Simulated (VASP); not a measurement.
# KTaO3 (P4/mmm) in VASP: notebook, part 2 of 2

VASP 6.6.1.

### Step 5. Single point, r2SCAN

This run uses another cell than the first one, of the same volume but with other edges.

POSCAR reads:

```
KTaO3
1.0
    3.7531339940      0.0000000000      0.0000000000
    0.0000000000      3.7531339940      0.0000000000
    0.0000000000      0.0000000000      4.5037607928
K Ta O
1 1 3
Direct
    0.5000000000      0.5000000000      0.5000000000
    0.0000000000      0.0000000000      0.0000000000
    0.5000000000      0.0000000000      0.0000000000
    0.0000000000      0.5000000000      0.0000000000
    0.0000000000      0.0000000000      0.5000000000
```

INCAR.step1 reads:

```
SYSTEM = KTaO3
PREC = Accurate
ENCUT = 660
ISMEAR = 0
SIGMA = 0.05
LREAL = .FALSE.
LASPH = .TRUE.
NELM = 120
NBANDS = 28
GGA = PE
ALGO = Normal
EDIFF = 1E-5
LWAVE = .TRUE.
LCHARG = .FALSE.
GGA_COMPAT = .FALSE.
```

INCAR.step2 reads:

```
SYSTEM = KTaO3
PREC = Accurate
ENCUT = 660
EDIFF = 1E-6
ISMEAR = 0
SIGMA = 0.05
LREAL = .FALSE.
LASPH = .TRUE.
NELM = 120
ALGO = Normal
ISIF = 2
LWAVE = .FALSE.
LCHARG = .FALSE.
METAGGA = R2SCAN
LMIXTAU = .TRUE.
NBANDS = 28
ISTART = 1
GGA_COMPAT = .FALSE.
```

KPOINTS reads:

```
Automatic mesh
0
G
  6 6 6
  0 0 0
```

Potentials or basis: VASP PAW PBE potentials, release 64 (K_sv, Ta_sv_GW, O).

Command:

```bash
> cat potpaw_PBE.64/K_sv/POTCAR potpaw_PBE.64/Ta_sv_GW/POTCAR potpaw_PBE.64/O/POTCAR > POTCAR
> cp INCAR.step1 INCAR
> mpirun -np 1 vasp_std > vasp.out
> cp INCAR.step2 INCAR
> mpirun -np 1 vasp_std > vasp.out
```

Wall time 4.3 min (1 thread of Intel Xeon Platinum 8259CL at 2.50GHz (Skylake/Cascade Lake), shared host); peak memory 0.28 GiB.

The run converged. Its results:

```yaml
Free_energy: -88.3031 eV
Pressure: 12.8 GPa
Band_gap_on_the_k_mesh: 2.20 eV, indirect (least direct gap 2.43 eV)
```

Stress tensor (GPa, compression positive):
```
 32.94   0.00   0.00
  0.00  32.94   0.00
  0.00   0.00 -27.39
```

Levels at points of the mesh, in eV from the valence-band top:
```csv
k point,band 17,band 18,band 19,band 20,band 21,band 22,band 23,band 24
"(0.00, 0.00, 0.00)",-1.46,-0.84,-0.23,-0.23,2.20,2.20,2.39,4.42
"(0.50, 0.00, 0.00)",-2.15,-1.22,-1.02,-0.63,2.42,4.96,5.97,5.97
"(0.50, 0.50, 0.00)",-1.55,-0.60,-0.54,-0.54,5.36,6.02,6.02,7.75
"(0.00, 0.00, 0.50)",-1.44,-1.44,-1.07,-1.07,2.44,3.80,3.80,8.55
"(0.50, 0.00, 0.50)",-2.53,-2.00,-1.52,-0.36,3.87,5.97,6.43,8.64
"(0.50, 0.50, 0.50)",-3.86,-0.59,0.00,0.00,6.57,6.57,7.84,8.72
```

Caveat: the PAW data sets were made with another functional, which shifts forces and pressure a little; spin-orbit coupling is left out, which moves the levels of the heavy elements. A k mesh can miss the band edges.

### Step 6. Single point, r2SCAN

This run uses another cell than the first one, of the same volume but with other edges.

Changes to POSCAR since step 5:

```diff
@@ -2,5 +2,5 @@
 1.0
-    3.7531339940      0.0000000000      0.0000000000
-    0.0000000000      3.7531339940      0.0000000000
-    0.0000000000      0.0000000000      4.5037607928
+    4.6041560297      0.0000000000      0.0000000000
+    0.0000000000      4.6041560297      0.0000000000
+    0.0000000000      0.0000000000      2.9927014193
 K Ta O
```

INCAR.step1 reads:

```
SYSTEM = KTaO3
ALGO = Normal
EDIFF = 1E-5
ENCUT = 660
GGA = PE
GGA_COMPAT = .FALSE.
ISMEAR = 0
LASPH = .TRUE.
LCHARG = .FALSE.
LREAL = .FALSE.
LWAVE = .TRUE.
NBANDS = 28
NELM = 120
PREC = Accurate
SIGMA = 0.05
```

INCAR.step2 reads:

```
SYSTEM = KTaO3
ALGO = Normal
EDIFF = 1E-6
ENCUT = 660
GGA_COMPAT = .FALSE.
ISIF = 2
ISMEAR = 0
ISTART = 1
LASPH = .TRUE.
LCHARG = .FALSE.
LMIXTAU = .TRUE.
LREAL = .FALSE.
LWAVE = .FALSE.
METAGGA = R2SCAN
NBANDS = 28
NELM = 120
PREC = Accurate
SIGMA = 0.05
```

KPOINTS reads:

```
k-points
0
G
  6 6 6
  0 0 0
```

Potentials or basis: VASP PAW PBE potentials, release 64 (K_sv, Ta_sv_GW, O).

Command:

```bash
> cat potpaw_PBE.64/K_sv/POTCAR potpaw_PBE.64/Ta_sv_GW/POTCAR potpaw_PBE.64/O/POTCAR > POTCAR
> cp INCAR.step1 INCAR
> mpirun -np 1 vasp_std > vasp.out
> cp INCAR.step2 INCAR
> mpirun -np 1 vasp_std > vasp.out
```

OUTCAR:

```text
SYSTEM = KTaO3
   EDIFF = 1E-6
   ENCUT = 660
   ISIF = 2
   ISMEAR = 0
   ISTART = 1
   LASPH = .TRUE.
   LREAL = .FALSE.
   METAGGA = R2SCAN
   NELM = 120
   PREC = Accurate

 ion  position               nearest neighbor table
   1  0.500  0.500  0.500-   3 2.75   4 2.75   3 2.75   4 2.75   3 2.75   3 2.75   4 2.75   4 2.75

   2  0.000  0.000  0.000-   5 1.50   5 1.50   3 2.30   4 2.30   4 2.30   3 2.30
[... 945 lines left out ...]

 [... further k-points ...]
[... 5 lines left out ...]
  --------------------------------------------------------------------------------------
  -------------------------------------------------------------------------------------
  Total      -13.1662750    -13.1662750    124.0330646      0.0000000      0.0000000      0.0000000
  in kB     -332.5140861   -332.5140861   3132.4532718      0.0000000      0.0000000      0.0000000
  external PRESSURE =     822.4750332 kB  Pullay stress =       0.0000000 kB

 VOLUME and BASIS-vectors are now :
 -----------------------------------------------------------------------------
  energy-cutoff  :      660.00
  volume of cell :       63.44
      direct lattice vectors                 reciprocal lattice vectors
     4.604156030  0.000000000  0.000000000     0.217195072  0.000000000  0.000000000
     0.000000000  4.604156030  0.000000000     0.000000000  0.217195072  0.000000000
     0.000000000  0.000000000  2.992701419     0.000000000  0.000000000  0.334146264

 POSITION                                       TOTAL-FORCE (eV/Angst)
 -----------------------------------------------------------------------------------
      2.30208      2.30208      1.49635         0.000000      0.000000      0.000000
      0.00000      0.00000      0.00000         0.000000      0.000000      0.000000
      2.30208      0.00000      0.00000         0.000000      0.000000      0.000000
      0.00000      2.30208      0.00000         0.000000      0.000000      0.000000
      0.00000      0.00000      1.49635         0.000000      0.000000      0.000000
 -----------------------------------------------------------------------------------
    total drift:                                0.000000      0.000000     -0.000000

  FREE ENERGIE OF THE ION-ELECTRON SYSTEM (eV)
  ---------------------------------------------------
  free  energy   TOTEN  =       -73.6160098403 eV

  energy  without entropy=      -73.6086793831  energy(sigma->0) =      -73.61234461
```

OUTCAR.step1:

```text
SYSTEM = KTaO3
   EDIFF = 1E-5
   ENCUT = 660
   GGA = PE
   ISMEAR = 0
[... 979 lines left out ...]
      0.00000      0.00000      0.00000         0.000000      0.000000      0.000000
      2.30208      0.00000      0.00000         0.000000      0.000000      0.000000
      0.00000      2.30208      0.00000         0.000000      0.000000      0.000000
      0.00000      0.00000      1.49635         0.000000      0.000000      0.000000
 -----------------------------------------------------------------------------------
    total drift:                                0.000000      0.000000     -0.000000

  FREE ENERGIE OF THE ION-ELECTRON SYSTEM (eV)
  ---------------------------------------------------
  free  energy   TOTEN  =       -27.6677115653 eV

  energy  without entropy=      -27.6637087838  energy(sigma->0) =      -27.66571017
```

OSZICAR.step1:

```text
N       E                     dE             d eps       ncg     rms          rms(c)
DAV:   1     0.403883681522E+03    0.40388E+03   -0.26053E+04  2240   0.172E+03
DAV:   2    -0.117966518046E+02   -0.41568E+03   -0.40132E+03  2696   0.423E+02
DAV:   3    -0.378807955983E+02   -0.26084E+02   -0.25847E+02  3048   0.105E+02
[... 17 lines left out ...]
DAV:  21    -0.276680061581E+02    0.19404E-03   -0.14545E-04  2700   0.654E-02    0.685E-01
DAV:  22    -0.276678754655E+02    0.13069E-03   -0.47539E-05  2528   0.404E-02    0.302E-01
DAV:  23    -0.276677850865E+02    0.90379E-04   -0.30017E-05  2480   0.322E-02    0.226E-01
DAV:  24    -0.276677195394E+02    0.65547E-04   -0.17828E-04  2552   0.808E-02    0.483E-02
DAV:  25    -0.276677115653E+02    0.79740E-05   -0.12097E-05  1844   0.204E-02
   1 F= -.27667712E+02 E0= -.27665710E+02  d E =-.400278E-02
```

Wall time 4.9 min (1 thread of Intel Xeon Platinum 8488C (Sapphire Rapids), shared host); peak memory 0.29 GiB.

Results:

```
Free energy            : -73.6160 eV
Pressure               : 82.2 GPa
Band gap on the k mesh : zero (band 20 reaches 5.26 eV, above the bottom of band 21 at 4.78 eV)
```

Stress tensor (GPa, compression positive):
```
-33.25   0.00   0.00
  0.00 -33.25   0.00
  0.00   0.00 313.25
```

Caveat: the PAW data sets were made with another functional, which shifts forces and pressure a little; spin-orbit coupling is left out, which moves the levels of the heavy elements.

### Step 7. Overview

```tsv
potentials or basis	cell	cutoff (eV)	second run	gap on the mesh (eV)	pressure (GPa)
VASP PAW PBE potentials, release 64 (K_sv, Ta_pv, O)	a = 3.864, b = 3.864, c = 4.250 Å, 5 atoms	520	-	2.44	4.7
VASP PAW PBE potentials, release 64 (K_sv, Ta_pv, O)	a = 4.604, b = 4.604, c = 2.993 Å, 5 atoms	520	-	none	88.4
VASP PAW PBE potentials, release 64 (K_sv, Ta_pv, O)	a = 3.484, b = 3.484, c = 5.226 Å, 5 atoms	520	-	0.99	60.2
VASP PAW PBE potentials, release 64 (K_sv, Ta_sv_GW, O)	a = 3.753, b = 3.753, c = 4.504 Å, 5 atoms	660	valence_matched	2.20	12.8
VASP PAW PBE potentials, release 64 (K_sv, Ta_sv_GW, O)	a = 4.604, b = 4.604, c = 2.993 Å, 5 atoms	660	valence_matched	none	82.2
```

Alike in all rows: task single point; level r2SCAN; no spin polarisation; k mesh 6 × 6 × 6; smearing gaussian 0.05 eV.

Caveats: the PAW data sets were made with another functional, which shifts forces and pressure a little; spin-orbit coupling is left out, which moves the levels of the heavy elements.

Absolute energies hang on the potentials; compare differences alone.
